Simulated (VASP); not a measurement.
# KZn5Pd (P4/mmm) in VASP: further runs

The runs below take KZn5Pd through relaxation of cell and atoms, single point, with PBE.

All numbers are computed with VASP 6.6.1; they aren't measurements. Logs are shortened: lines on timing, memory, paths and dates and some standing lists are left out, and cuts for length are marked.

### Step 1. The cell of the first run

Symmetry: P4/mmm, No. 123, tetragonal system. Conventional cell: a = 4.074 Å, b = 4.074 Å, c = 7.155 Å, α = 90.00°, β = 90.00°, γ = 90.00°. Within 3.7 Å of K (site symmetry 4/mmm) lie 12 Zn at 2.83 to 2.88 Å. Within 3.4 Å of Zn (site symmetry 2mm) lie 2 Pd at 2.60 Å and 2 K at 2.83 Å and 7 Zn at 2.83 to 3.24 Å. Zn (site symmetry 4/mmm) has 8 Zn at 2.83 Å and 4 K at 2.88 Å and 2 Pd at 3.58 Å within 3.7 Å. Within 3.4 Å of Pd (site symmetry 4/mmm) lie 8 Zn at 2.60 Å.

### Step 2. Relaxation of cell and atoms, PBE

File INCAR:

```
SYSTEM = KZn5Pd
PREC = Accurate
ENCUT = 600
EDIFF = 1E-7
ISMEAR = 0
SIGMA = 0.1
LREAL = .False.
LASPH = .True.
NELM = 80
ALGO = Fast
ISIF = 3
LWAVE = .False.
LCHARG = .False.
GGA = PE
IBRION = 2
NSW = 90
EDIFFG = -0.04
```

File KPOINTS:

```
Automatic mesh
0
Gamma
  4 4 4
  0 0 0
```

File POSCAR:

```
KZn5Pd
1.0
    4.0737115257      0.0000000000      0.0000000000
    0.0000000000      4.0737115257      0.0000000000
    0.0000000000      0.0000000000      7.1548698621
K Zn Pd
1 5 1
Direct
    0.5000000000      0.5000000000      0.0000000000
    0.5000000000      0.0000000000      0.7262000000
    0.0000000000      0.5000000000      0.7262000000
    0.5000000000      0.0000000000      0.2738000000
    0.0000000000      0.5000000000      0.2738000000
    0.0000000000      0.0000000000      0.0000000000
    0.0000000000      0.0000000000      0.5000000000
```

Potentials or basis: VASP PAW PBE potentials, release 64 (K_sv, Zn, Pd).

Started as:

```sh
$ cat potpaw_PBE.64/K_sv/POTCAR potpaw_PBE.64/Zn/POTCAR potpaw_PBE.64/Pd/POTCAR > POTCAR
$ mpirun -np 1 vasp_std > vasp.out
```

OUTCAR:

```text
SYSTEM = KZn5Pd
   PREC = Accurate
   ENCUT = 600
   EDIFF = 1E-7
   ISMEAR = 0
   LREAL = .False.
   LASPH = .True.
   NELM = 80
   ISIF = 3
   GGA = PE
   IBRION = 2
   NSW = 90
   EDIFFG = -0.04

 ion  position               nearest neighbor table
   1  0.500  0.500  0.000-   2 2.83   3 2.83   4 2.83   5 2.83   2 2.83   4 2.83   3 2.83   5 2.83
                             6 2.88   6 2.88   6 2.88   6 2.88
   2  0.500  0.000  0.726-   7 2.60   7 2.60   1 2.83   1 2.83   6 2.83   6 2.83   3 2.88   3 2.88
                             3 2.88   3 2.88
   3  0.000  0.500  0.726-   7 2.60   7 2.60   1 2.83   6 2.83   6 2.83   1 2.83   2 2.88   2 2.88
                             2 2.88   2 2.88
   4  0.500  0.000  0.274-   7 2.60   7 2.60   1 2.83   1 2.83   6 2.83   6 2.83   5 2.88   5 2.88
                             5 2.88   5 2.88
   5  0.000  0.500  0.274-   7 2.60   7 2.60   1 2.83   6 2.83   6 2.83   1 2.83   4 2.88   4 2.88
                             4 2.88   4 2.88
   6  0.000  0.000  0.000-   2 2.83   3 2.83   4 2.83   5 2.83   3 2.83   5 2.83   2 2.83   4 2.83
                             1 2.88   1 2.88   1 2.88   1 2.88
   7  0.000  0.000  0.500-   2 2.60   3 2.60   4 2.60   5 2.60   3 2.60   5 2.60   2 2.60   4 2.60

  LATTYP: Found a simple tetragonal cell.
 ALAT       =     4.0737115257
 C/A-ratio  =     1.7563516260

  Lattice vectors:

 A1 = (   4.0737115257,   0.0000000000,   0.0000000000)
 A2 = (   0.0000000000,   4.0737115257,   0.0000000000)
 A3 = (   0.0000000000,   0.0000000000,   7.1548698621)

Analysis of symmetry for initial positions (statically):
=====================================================================
 Subroutine PRICEL returns:
 Original cell was already a primitive cell.

 Routine SETGRP: Setting up the symmetry group for a
 simple tetragonal supercell.

 Subroutine GETGRP returns: Found 16 space group operations
 (whereof 16 operations were pure point group operations)
 out of a pool of 16 trial point group operations.

The static configuration has the point symmetry D_4h.

Analysis of symmetry for dynamics (positions and initial velocities):
=====================================================================
 Subroutine PRICEL returns:
 Original cell was already a primitive cell.

 Routine SETGRP: Setting up the symmetry group for a
 simple tetragonal supercell.

 Subroutine GETGRP returns: Found 16 space group operations
 (whereof 16 operations were pure point group operations)
 out of a pool of 16 trial point group operations.

The dynamic configuration has the point symmetry D_4h.

 Subroutine INISYM returns: Found 16 space group operations
 (whereof 16 operations are pure point group operations),
 and found     1 'primitive' translations

----------------------------------------------------------------------------------------

                                     Primitive cell

  volume of cell :     118.7360

  direct lattice vectors                    reciprocal lattice vectors
     4.073711526  0.000000000  0.000000000     0.245476390  0.000000000  0.000000000
     0.000000000  4.073711526  0.000000000     0.000000000  0.245476390  0.000000000
     0.000000000  0.000000000  7.154869862     0.000000000  0.000000000  0.139764946

  length of vectors
     4.073711526  4.073711526  7.154869862     0.245476390  0.245476390  0.139764946

  position of ions in fractional coordinates (direct lattice)
     0.500000000  0.500000000  0.000000000
     0.500000000  0.000000000  0.726200000
     0.000000000  0.500000000  0.726200000
     0.500000000  0.000000000  0.273800000
     0.000000000  0.500000000  0.273800000
     0.000000000  0.000000000  0.000000000
     0.000000000  0.000000000  0.500000000

  ion indices of the primitive-cell ions
   primitive index   ion index
                 1           1
                 2           2
                 3           3
                 4           4
                 5           5
                 6           6
                 7           7

----------------------------------------------------------------------------------------

 KPOINTS: Automatic mesh

Automatic generation of k-mesh.
 Grid dimensions read from file:
 generate k-points for:    4    4    4

 Generating k-lattice:

  Cartesian coordinates                     Fractional coordinates (reciprocal lattice)
     0.061369098  0.000000000  0.000000000     0.250000000  0.000000000  0.000000000
     0.000000000  0.061369098  0.000000000     0.000000000  0.250000000  0.000000000
     0.000000000  0.000000000  0.034941237     0.000000000  0.000000000  0.250000000

  Length of vectors
     0.061369098  0.061369098  0.034941237

  Shift w.r.t. Gamma in fractional coordinates (k-lattice)
     0.000000000  0.000000000  0.000000000

 Subroutine IBZKPT returns following result:
 ===========================================

 Found     18 irreducible k-points:

 Following reciprocal coordinates:
            Coordinates               Weight
  0.000000  0.000000  0.000000      1.000000
  0.250000  0.000000  0.000000      4.000000
  0.500000  0.000000  0.000000      2.000000
  0.250000  0.250000  0.000000      4.000000
  0.500000  0.250000  0.000000      4.000000
  0.500000  0.500000  0.000000      1.000000
[... 10 lines left out ...]
  0.500000  0.250000  0.500000      4.000000
  0.500000  0.500000  0.500000      1.000000
   k-points           NKPTS =     18   k-points in BZ     NKDIM =     18   number of bands    NBANDS=     47
   number of dos      NEDOS =    301   number of ions     NIONS =      7
   total plane-waves  NPLWV =  77760
   dimension x,y,z NGX =    36 NGY =   36 NGZ =   60
   dimension x,y,z NGXF=    72 NGYF=   72 NGZF=  120
   ions per type =               1   5   1
   NGX,Y,Z   is equivalent  to a cutoff of  14.69, 14.69, 13.94 a.u.
   NGXF,Y,Z  is equivalent  to a cutoff of  29.38, 29.38, 27.88 a.u.
 SYSTEM =  KZn5Pd
   PREC   = accura    normal or accurate (medium, high low for compatibility)
   ISTART =      0    job   : 0-new  1-cont  2-samecut
   ICHARG =      2    charge: 1-file 2-atom 10-const
   ISPIN  =      1    spin polarized calculation?
   LNONCOLLINEAR =      F non collinear calculations
   LSORBIT =      F    spin-orbit coupling
   LASPH  =      T    aspherical Exc in radial PAW
   ENCUT  =  600.0 eV  44.10 Ry    6.64 a.u.   8.14  8.14 14.29*2*pi/ulx,y,z
   NELM   =     80;   NELMIN=  2; NELMDL= -5     # of ELM steps
   EDIFF  = 0.1E-06   stopping-criterion for ELM
   LREAL  =      F    real-space projection
   EDIFFG = -.4E-01   stopping-criterion for IOM
   NSW    =     90    number of steps for IOM
   IBRION =      2    ionic relax: 0-MD 1-quasi-New 2-CG
   NFREE  =      1    steps in history (QN), initial steepest desc. (CG)
   ISIF   =      3    stress and relaxation
   ISYM   =      2    0-nonsym 1-usesym 2-fastsym
   POTIM  = 0.5000    time-step for ionic-motion
   TEBEG  =    0.0;   TEEND  =   0.0 temperature during run
   PSTRESS=    0.0 pullay stress
   NELECT =      79.0000    total number of electrons
   NUPDOWN=      -1.0000    fix difference up-down
   EMIN   =  10.00;   EMAX   =-10.00  energy-range for DOS
   EFERMI =   0.00;   METHOD = LEGACY
   ISMEAR =     0;   SIGMA  =   0.10  broadening in eV -4-tet -1-fermi 0-gaus
   EFERMI_NEDOS =   21; number of points for ismear=-14 and -15
   IALGO  =     68    algorithm
   IMIX   =      4    mixing-type and parameters
     AMIX     =   0.40;   BMIX     =  1.00
     AMIX_MAG =   1.60;   BMIX_MAG =  1.00
  volume/ion in A,a.u.               =      16.96       114.47
  Fermi-wavevector in a.u.,A,eV,Ry     =   1.429189  2.700776 27.791017  2.042582
  Thomas-Fermi vector in A             =   2.549170
   LORBIT       =      0    0 simple, 1 ext, 2 COOP (PROOUT), +10 PAW based schemes
   GGA     = PE    functional components
   LHFCALC =     F    Hartree Fock is set to
   AEXX    =    0.0000 exact exchange contribution
   IVDW    =     0    specifies the selected vdW correction
   LEPSILON=     F    determine dielectric tensor
   LRPA    =     F    only Hartree local field effects (RPA)
 conjugate gradient relaxation of ions
 non-spin polarized calculation
 RMM-DIIS sequential band-by-band and
 Gauss-broadening in eV      SIGMA  =   0.10
  energy-cutoff  :      600.00
  volume of cell :      118.74
 maximum number of plane-waves:      4000
 NGX is ok and might be reduce to    36
   NGX = 17   NGY = 17   NGZ = 29

--------------------------------------- Ionic step        1  -------------------------------------------

 number of electron      78.9999951 magnetization

 Free energy of the ion-electron system (eV)
  ---------------------------------------------------
  ext. energy  EPLUGINS =         0.00000000
  ---------------------------------------------------
  free energy    TOTEN  =        -9.45421154 eV

  energy without entropy =       -9.43788741  energy(sigma->0) =       -9.44604947

------------------------ aborting loop because EDIFF is reached ----------------------------------------

  FORCE on cell =-STRESS in cart. coord.  units (eV):
  Direction    XX          YY          ZZ          XY          YZ          ZX
  --------------------------------------------------------------------------------------
  -------------------------------------------------------------------------------------
  Total        9.9020658      9.9020658      7.5190999      0.0000000     -0.0000000      0.0000000
  in kB      133.6146593    133.6146593    101.4598353      0.0000000     -0.0000000      0.0000000
  external PRESSURE =     122.8963846 kB  Pullay stress =       0.0000000 kB
[... 104 lines left out ...]
  FREE ENERGIE OF THE ION-ELECTRON SYSTEM (eV)
  ---------------------------------------------------
  free  energy   TOTEN  =       -10.5013681402 eV

  energy  without entropy=      -10.4889617816  energy(sigma->0) =      -10.49516496

 E-fermi :   2.3242     XC(G=0): -10.0055

 val. band max:        2.2993971800   @ k =   0.5000   0.5000   0.0000
 cond. band min:       2.3588214347   @ k =   0.0000   0.0000   0.0000
 fundamental gap:      0.0594242547
 Fermi energy:         2.3241680005

 k-point     1 :       0.0000    0.0000    0.0000
  band No.  band energies     occupation
      1     -28.1173      2.00000
      2     -11.8158      2.00000
      3     -11.6797      2.00000
      4     -11.6797      2.00000
      5      -5.5535      2.00000
      6      -5.1561      2.00000
[... 889 lines left out ...]
     46       6.5239      0.00000
     47       6.5760      0.00000

[... ionic steps 4 to 13 ...]

--------------------------------------- Ionic step       14  -------------------------------------------

 number of electron      79.0000070 magnetization

------------------------ aborting loop because EDIFF is reached ----------------------------------------
[... 77 lines left out ...]
--------------------------------------- Ionic step       16  -------------------------------------------

 number of electron      79.0000070 magnetization

 Free energy of the ion-electron system (eV)
  ---------------------------------------------------
  ext. energy  EPLUGINS =         0.00000000
  ---------------------------------------------------
  free energy    TOTEN  =       -11.10728254 eV

  energy without entropy =      -11.10410864  energy(sigma->0) =      -11.10569559

 E-fermi :   2.0022     XC(G=0):  -9.7346

 val. band max:        1.9778168890   @ k =   0.5000   0.5000   0.5000
 cond. band min:       2.0243740697   @ k =   0.0000   0.0000   0.5000
 fundamental gap:      0.0465571807
 Fermi energy:         2.0021957384

 k-point     1 :       0.0000    0.0000    0.0000
  band No.  band energies     occupation
      1     -28.5124      2.00000
      2     -12.1435      2.00000
      3     -12.0555      2.00000
      4     -12.0555      2.00000
      5      -5.6749      2.00000
      6      -5.3611      2.00000
[... 923 lines left out ...]
  FREE ENERGIE OF THE ION-ELECTRON SYSTEM (eV)
  ---------------------------------------------------
  free  energy   TOTEN  =       -11.1072825435 eV

  energy  without entropy=      -11.1041086450  energy(sigma->0) =      -11.10569559

 reached required accuracy - stopping structural energy minimisation
```

Wall time 19 min (1 thread of Intel Xeon 6975P-C (Granite Rapids), shared host); peak memory 0.38 GiB.

Results:

* Free energy: -11.1073 eV
* Relaxed volume: 22.00 Å³/atom
* Relaxed cell: a = 4.479 Å, b = 4.479 Å, c = 7.677 Å, α = 90.00°, β = 90.00°, γ = 90.00°
* Space group after relaxing (to 0.1 Å): P4/mmm (No. 123)
* Energy gained by relaxing: 236.2 meV/atom
* Ionic steps: 16
* Pressure after relaxing: 0.0 GPa
* Band gap on the k mesh: zero (an odd number of electrons rules out a gap without spin polarisation)

Step by step:
| step | energy change (eV) | largest force (eV/Å) | pressure (GPa) | volume (Å³) |
| --- | --- | --- | --- | --- |
| 1 | 0.0000 | 1.0182 | 12.29 | 118.74 |
| 2 | -1.0156 | 0.8891 | 0.45 | 142.52 |
| 3 | -1.0472 | 0.8621 | -1.32 | 149.70 |
| 4 | -1.0476 | 0.8657 | -1.10 | 148.65 |
| 5 | -1.2254 | 0.7767 | -0.95 | 148.11 |
| 6 | -1.5758 | 0.2907 | 0.32 | 146.41 |
| 7 | -1.5898 | 0.0955 | 1.42 | 145.56 |
| 8 | -1.5997 | 0.0836 | 0.91 | 145.91 |
| 9 | -1.5997 | 0.0550 | 0.99 | 145.85 |
| 10 | -1.6247 | 0.0455 | -0.04 | 150.76 |
| 11 | -1.6266 | 0.0414 | -0.37 | 152.76 |
| 12 | -1.6446 | 0.0106 | -0.05 | 152.95 |
| 13 | -1.6523 | 0.0304 | 0.26 | 153.09 |
| 14 | -1.6523 | 0.0278 | 0.23 | 153.09 |
| 15 | -1.6523 | 0.0230 | -0.19 | 154.88 |
| 16 | -1.6531 | 0.0018 | 0.02 | 154.00 |

Final structure:
```
K Zn Pd
1.0
     4.47868    0.00000    0.00000
     0.00000    4.47868    0.00000
     0.00000    0.00000    7.67728
K Zn Pd
1 5 1
Direct
  0.50000 0.50000 0.00000
  0.50000 0.00000 0.67669
  0.00000 0.50000 0.67669
  0.50000 0.00000 0.32331
  0.00000 0.50000 0.32331
  0.00000 0.00000 0.00000
  0.00000 0.00000 0.50000
```

Caveat: the k points lie up to 0.35 Å⁻¹ apart in the final cell, too coarse for converged energies and pressures of a metal; the volume moved by over 15 % at a fixed basis, so the end points are rough.

### Step 3. Single point, PBE

This run uses another cell than the first one, of 22.07 Å³/atom.

File INCAR:

```
PREC     = Accurate       # precision mode
ENCUT    = 520            # plane-wave cutoff, eV
EDIFF    = 1E-7           # SCF threshold, eV
ISMEAR   = 0              # smearing method
SIGMA    = 0.1            # smearing width, eV
LREAL    = F              # projectors in reciprocal space
LASPH    = T              # aspherical terms in the spheres
NELM     = 100            # most SCF steps
ALGO     = Fast           # electronic algorithm
ISIF     = 2              # what is computed and relaxed
LWAVE    = F              # write WAVECAR
LCHARG   = F              # write CHGCAR
GGA      = PE             # functional
NBANDS   = 48             # bands
```

File KPOINTS:

```
regular mesh
0
Gamma
  8 8 6
```

File POSCAR:

```
KZn5Pd
1.0
    4.4583426460      0.0000000000      0.0000000000
    0.0000000000      4.4583426460      0.0000000000
    0.0000000000      0.0000000000      7.7717994438
K Zn Pd
1 5 1
Direct
    0.5000000000      0.5000000000      0.0000000000
    0.5000000000      0.0000000000      0.6741928166
    0.0000000000      0.5000000000      0.6741928166
    0.5000000000      0.0000000000      0.3258071834
    0.0000000000      0.5000000000      0.3258071834
    0.0000000000      0.0000000000      0.0000000000
    0.0000000000      0.0000000000      0.5000000000
```

Potentials or basis: VASP PAW PBE potentials, release 64 (K_sv, Zn, Pd).

Started as:

```sh
$ cat potpaw_PBE.64/K_sv/POTCAR potpaw_PBE.64/Zn/POTCAR potpaw_PBE.64/Pd/POTCAR > POTCAR
$ mpirun -np 1 vasp_std > vasp.out
```

It took 10 min on 1 thread of Intel Xeon 6975P-C (Granite Rapids), shared host; peak memory 0.53 GiB.

It converged, with:

```yaml
Free_energy: -10.8502 eV
Pressure: 0.1 GPa
Largest_force: 0.016 eV/Å
Band_gap_on_the_k_mesh: zero (an odd number of electrons rules out a gap without spin polarisation)
```

Forces on the atoms (eV/Å):
```
K    0.000  0.000  0.000
Zn   0.000  0.000  0.016
Zn   0.000  0.000  0.016
Zn   0.000  0.000 -0.016
Zn   0.000  0.000 -0.016
Zn   0.000  0.000  0.000
Pd   0.000  0.000  0.000
```

Levels at points of the mesh, in eV from the Fermi level:
```
           k point  band 38  band 39  band 40  band 41  band 42  band 43
(0.00, 0.00, 0.00)     0.29     0.29     0.86     1.67     1.88     3.11
(0.50, 0.00, 0.00)    -1.92    -0.91    -0.76     1.55     2.84     2.97
(0.50, 0.50, 0.00)    -1.27    -0.91    -0.39    -0.32    -0.32     0.10
(0.00, 0.00, 0.50)    -0.08     0.38     0.38     0.74     1.47     2.56
(0.50, 0.00, 0.50)    -1.71    -0.41     0.77     1.53     1.66     2.33
(0.50, 0.50, 0.50)    -2.28    -0.91    -0.91    -0.07    -0.03     1.28
```
